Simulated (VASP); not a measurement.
**LaAgS2: single point with LDA**

LaAgS2:

```
CELL_PARAMETERS angstrom
2.09862 1.21164 5.54982
-2.09862 1.21164 5.54982
0.00000 -2.42328 5.54982
ATOMIC_POSITIONS crystal
Ag 0.00000 0.00000 0.00000
La 0.50000 0.50000 0.50000
S 0.25464 0.25464 0.25464
S 0.74536 0.74536 0.74536
```

```yaml
Program: VASP 6.6.1
Task: single point
Functional: LDA
Potentials_or_basis: VASP PAW LDA potentials, release 64 (Ag, La, S)
Cutoff: 520 eV
k_mesh: 6 × 6 × 6
Occupations: fermi-dirac, width 0.02 eV
Spin: no spin polarisation
```

```
Pressure               : 0.0 GPa
Largest force          : 0.006 eV/Å
Band gap on the k mesh : 2.07 eV, direct
```

Forces in eV/Å, atoms in the order of the input:
```
Ag   0.000  0.000  0.000
La   0.000  0.000  0.000
S    0.000  0.000 -0.006
S    0.000  0.000  0.006
```

Levels at points of the mesh, in eV from the valence-band top:
```tsv
k point	band 13	band 14	band 15	band 16	band 17	band 18	band 19	band 20	band 21	band 22
(0.00, 0.00, 0.00)	-1.38	-1.38	-1.26	-1.26	-0.52	2.52	2.81	3.05	3.05	3.20
(0.50, 0.00, 0.00)	-3.00	-3.00	-2.61	-0.21	-0.01	2.65	2.88	3.08	3.19	3.31
(0.50, 0.50, 0.00)	-2.78	-2.10	-1.17	-0.92	-0.42	2.18	2.87	3.01	3.14	3.25
(0.50, 0.50, 0.50)	-2.71	-2.40	-2.27	-0.04	-0.04	2.34	2.60	2.60	2.98	3.28
```

Wall time 110 s on 1 thread of Intel(R) Xeon(R) 6975P-C (Granite Rapids), with other jobs on the host, peak memory 0.31 GiB.

Caveat: spin-orbit coupling is left out, which moves the levels of the heavy elements. A k mesh can miss the band edges.
